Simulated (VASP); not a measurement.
## TiH4: single point with PBE

Crystal: TiH4.

```xyz
5
Lattice="-2.2530 2.2530 2.2530 2.2530 -2.2530 2.2530 2.2530 2.2530 -2.2530" Properties=species:S:1:pos:R:3 pbc="T T T"
Ti    0.0000    0.0000    0.0000
H     1.1265    1.1265    1.1265
H     1.1265    1.1265   -1.1265
H     1.1265   -1.1265    1.1265
H    -1.1265    1.1265    1.1265
```

```
Program                : VASP 6.6.1
Task                   : single point
Functional             : PBE
Potentials or basis    : VASP PAW PBE potentials, release 64 (Ti_sv, H)
Cutoff                 : 520 eV
k mesh                 : 6 × 6 × 6
Occupations            : gaussian, width 0.1 eV
Spin                   : no spin polarisation
Dipole correction      : no
Further INCAR settings : ALGO = Normal; EDIFF = 1e-07; NBANDS = 16
```

| Item | Value |
| --- | --- |
| Pressure | -10.2 GPa |
| Band gap on the k mesh | zero (band 8 reaches 1.51 eV, above the bottom of band 9 at 1.13 eV) |

Levels at points of the mesh, in eV from the Fermi level:
| k point | band 6 | band 7 | band 8 | band 9 | band 10 | band 11 |
| --- | --- | --- | --- | --- | --- | --- |
| (0.00, 0.00, 0.00) | -2.60 | -2.60 | -2.60 | 0.97 | 0.97 | 6.10 |
| (0.50, 0.00, 0.00) | -3.92 | -3.06 | -0.10 | 0.66 | 0.85 | 0.94 |
| (0.50, 0.50, 0.50) | -2.69 | -2.69 | -0.39 | -0.39 | 0.74 | 0.74 |

Wall time 7.4 s on 1 thread of Intel(R) Xeon(R) 6975P-C (Granite Rapids) (shared host), peak memory 0.16 GiB.
